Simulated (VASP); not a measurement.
Here is a VASP 6.6.1 calculation.

File INCAR:

```
SYSTEM = Pb2O
ALGO = Normal
EDIFF = 1E-6
ENCUT = 520
GGA = PE
ISIF = 2
ISMEAR = 0
LASPH = .True.
LCHARG = .False.
LREAL = .False.
LWAVE = .False.
NBANDS = 43
NELM = 60
PREC = Accurate
SIGMA = 0.1
```

File KPOINTS:

```
k-points
0
Gamma
  8 8 8
  0 0 0
```

The input POSCAR:

```
Pb2O
1.0
    5.4753739830      0.0000000000      0.0000000000
    0.0000000000      5.4753739830      0.0000000000
    0.0000000000      0.0000000000      5.4753739830
Pb O
4 2
Direct
    0.2500000000      0.2500000000      0.2500000000
    0.7500000000      0.7500000000      0.2500000000
    0.2500000000      0.7500000000      0.7500000000
    0.7500000000      0.2500000000      0.7500000000
    0.0000000000      0.0000000000      0.0000000000
    0.5000000000      0.5000000000      0.5000000000
```

Potentials or basis: VASP PAW PBE potentials, release 64 (Pb_d, O).

Command:

```bash
$ cat potpaw_PBE.64/Pb_d/POTCAR potpaw_PBE.64/O/POTCAR > POTCAR
$ mpirun -np 1 vasp_std > vasp.out
```

Task: Estimate the pressure.

Result: 0.0 GPa.

Task: Predict the band gap on the k mesh.

Result: Zero (band 34 reaches 4.62 eV, above the bottom of band 35 at 3.78 eV).

Caveat: spin-orbit coupling is left out, which moves the levels of the heavy elements.
